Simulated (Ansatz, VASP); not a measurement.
## Two plane-wave programs on Al3Cu

The input INCAR:

```
SYSTEM = Al3Cu
PREC     = Accurate       ! precision mode
ENCUT    = 520            ! plane-wave cutoff, eV
EDIFF    = 1E-6           ! SCF threshold, eV
ISMEAR   = 0              ! smearing method
SIGMA    = 0.1            ! smearing width, eV
LREAL    = .False.        ! projectors in reciprocal space
LASPH    = .True.         ! aspherical terms in the spheres
NELM     = 80             ! most SCF steps
ALGO     = Fast           ! electronic algorithm
ISIF     = 2              ! what is computed and relaxed
LWAVE    = .False.        ! write WAVECAR
LCHARG   = .True.         ! write CHGCAR
GGA      = PS             ! functional
LELF     = .True.         ! ELF
LVHAR    = .True.       
NBANDS   = 18             ! bands
```

File KPOINTS:

```
regular mesh
0
Gamma
  12 12 12
  0 0 0
```

The input POSCAR:

```
Al3Cu
1.0
    4.0391286243      0.0000000000      0.0000000000
    0.0000000000      4.0391286243      0.0000000000
    0.0000000000      0.0000000000      4.0391286243
Al Cu
3 1
Direct
    0.0000000000      0.5000000000      0.5000000000
    0.5000000000      0.0000000000      0.5000000000
    0.5000000000      0.5000000000      0.0000000000
    0.0000000000      0.0000000000      0.0000000000
```

Input for Ansatz:

```yaml
crystal:
  lattice:
    - [4.0391286243, 0.0, 0.0]
    - [0.0, 4.0391286243, 0.0]
    - [0.0, 0.0, 4.0391286243]
  atoms:
    - { symbol: Al, position: [0.0, 0.5, 0.5] }
    - { symbol: Al, position: [0.5, 0.0, 0.5] }
    - { symbol: Al, position: [0.5, 0.5, 0.0] }
    - { symbol: Cu, position: [0.0, 0.0, 0.0] }
basis:
  ecutwfc: 420
kpoints:
  mp_grid: { grid: [12, 12, 12] }
hamiltonian:
  xc: pbesol
scf:
  occupations: { method: gaussian, width: 0.1 }
output:
  forces: true
  stress: true
  eigenvalues: true
  populations: true
```

Alike in both runs: task single point; functional PBEsol; k mesh 12 × 12 × 12; occupations gaussian, width 0.1 eV; no spin polarisation.

```csv
,VASP,Ansatz
version,VASP 6.6.1,Ansatz 0.2.0
potentials or method,"VASP PAW PBE potentials, release 64 (Al, Cu), cutoff 520 eV","scalar-relativistic, plane waves, PAW"
valence electrons in the cell,20,28
```

```csv
,VASP,Ansatz,Ansatz less VASP
gap on the k mesh at the Fermi level (eV),none,none,-
pressure (GPa),-8.5,-8.8,-0.30
```

VASP's potentials were made for PBE, not for PBEsol. A gap of «none» marks a metal or a gap that the smearing closes. VASP's potentials hold 20 valence electrons a cell and Ansatz's 28, so a difference there can come from the potentials and not from the codes.
